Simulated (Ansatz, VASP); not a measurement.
# Two plane-wave programs on CuNi6S16

The input INCAR:

```
SYSTEM = CuNi6S16
  PREC = Accurate
  ENCUT = 600
  EDIFF = 1E-6
  ISMEAR = 0
  SIGMA = 0.1
  LREAL = .False.
  LASPH = .True.
  NELM = 120
  ALGO = Normal
  ISIF = 2
  LWAVE = .False.
  LCHARG = .False.
  GGA = PS
  NBANDS = 100
  GGA_COMPAT = .False.
  KPAR = 4
```

Contents of KPOINTS:

```
regular mesh
0
Gamma
  4 5 5
  0 0 0
```

The input POSCAR:

```
CuNi6S16
1.0
   -3.9352880000     -2.2716540000      6.3359770000
    3.9353100000     -2.2714660000      6.3360580000
    0.0001740000      4.5443880000      6.3364700000
Cu Ni S
1 6 16
Direct
    0.5002305214      0.5001635168      0.4995943262
    0.5002633365      0.5001605592      0.9996108033
    0.0002437343      0.0001728363      0.4996209146
    0.0002494885      0.5001569029      0.4996003858
    0.5002562018      0.0001182169      0.9996452165
    0.5002402923      0.0001846428      0.4996261536
    0.0003006031      0.5001085230      0.9996151969
    0.1945792233      0.1944258092      0.1939515884
    0.6964851266      0.6964378837      0.6958932190
    0.9148085871      0.6873844228      0.2008720439
    0.4062502638      0.1921480108      0.6993756634
    0.2015372999      0.9147093134      0.6868347781
    0.7000641487      0.4061442699      0.1915746122
    0.6875127070      0.2013967640      0.9141783476
    0.1922147212      0.6999315621      0.4056050529
    0.3040439521      0.3039185497      0.3033669740
    0.8059536415      0.8058760298      0.8053377004
    0.5942653031      0.8081515746      0.2998564196
    0.0857005887      0.3129074046      0.7983315230
    0.3005011385      0.5941390664      0.8076404556
    0.7989814193      0.0855704687      0.3124228391
    0.8082583012      0.3004020324      0.5936411748
    0.3129514869      0.7989397219      0.0850480111
```

Input for Ansatz:

```yaml
crystal:
  lattice:
    - [-3.935288, -2.271654, 6.335977]
    - [3.93531, -2.271466, 6.336058]
    - [0.000174, 4.544388, 6.33647]
  atoms:
    - { symbol: Cu, position: [0.5002305214, 0.5001635168, 0.4995943262] }
    - { symbol: Ni, position: [0.5002633365, 0.5001605592, 0.9996108033] }
    - { symbol: Ni, position: [0.0002437343, 0.0001728363, 0.4996209146] }
    - { symbol: Ni, position: [0.0002494885, 0.5001569029, 0.4996003858] }
    - { symbol: Ni, position: [0.5002562018, 0.0001182169, 0.9996452165] }
    - { symbol: Ni, position: [0.5002402923, 0.0001846428, 0.4996261536] }
    - { symbol: Ni, position: [0.0003006031, 0.500108523, 0.9996151969] }
    - { symbol: S, position: [0.1945792233, 0.1944258092, 0.1939515884] }
    - { symbol: S, position: [0.6964851266, 0.6964378837, 0.695893219] }
    - { symbol: S, position: [0.9148085871, 0.6873844228, 0.2008720439] }
    - { symbol: S, position: [0.4062502638, 0.1921480108, 0.6993756634] }
    - { symbol: S, position: [0.2015372999, 0.9147093134, 0.6868347781] }
    - { symbol: S, position: [0.7000641487, 0.4061442699, 0.1915746122] }
    - { symbol: S, position: [0.687512707, 0.201396764, 0.9141783476] }
    - { symbol: S, position: [0.1922147212, 0.6999315621, 0.4056050529] }
    - { symbol: S, position: [0.3040439521, 0.3039185497, 0.303366974] }
    - { symbol: S, position: [0.8059536415, 0.8058760298, 0.8053377004] }
    - { symbol: S, position: [0.5942653031, 0.8081515746, 0.2998564196] }
    - { symbol: S, position: [0.0857005887, 0.3129074046, 0.798331523] }
    - { symbol: S, position: [0.3005011385, 0.5941390664, 0.8076404556] }
    - { symbol: S, position: [0.7989814193, 0.0855704687, 0.3124228391] }
    - { symbol: S, position: [0.8082583012, 0.3004020324, 0.5936411748] }
    - { symbol: S, position: [0.3129514869, 0.7989397219, 0.0850480111] }
basis:
  ecutwfc: 420
kpoints:
  mp_grid: { grid: [4, 5, 5] }
hamiltonian:
  xc: pbesol
scf:
  occupations: { method: gaussian, width: 0.1 }
  n_extra_bands: 11
output:
  forces: true
  stress: true
  eigenvalues: true
  populations: true
  dos:
    method: { smearing: { sigma: 0.1, scheme: gaussian } }
    projected: true
    de: 0.02
  write_density: true
  write_potential: true
  elf: true
  volumetric_format: npy
```

Alike in both runs: task single point; functional PBEsol; k mesh 4 × 5 × 5; occupations gaussian, width 0.1 eV; no spin polarisation.

|  | VASP | Ansatz |
| --- | --- | --- |
| version | VASP 6.6.1 | Ansatz 0.2.0 |
| potentials or method | VASP PAW PBE potentials, release 64 (Cu, Ni, S), cutoff 600 eV | scalar-relativistic, plane waves, PAW |
| valence electrons in the cell | 167 | 223 |

Ansatz gave:

| Property | Result |
| --- | --- |
| gap on the k mesh at the Fermi level (eV) | none |
| pressure (GPa) | 0.0 |
| traceless stress, the component that is largest in VASP (GPa) | -0.12 |
| rms of the force components (eV/Å) | 0.025 |

Question: Which values does VASP return?

Answer: gap on the k mesh at the Fermi level (eV): none; pressure (GPa): 0.0; traceless stress, the component that is largest in VASP (GPa): -0.11; rms of the force components (eV/Å): 0.062.

VASP's potentials were made for PBE, not for PBEsol. Atom by atom the forces differ by 0.053 eV/Å (rms over components). A gap of «none» marks a metal or a gap that the smearing closes. VASP's potentials hold 167 valence electrons a cell and Ansatz's 223, so a difference there can come from the potentials and not from the codes.
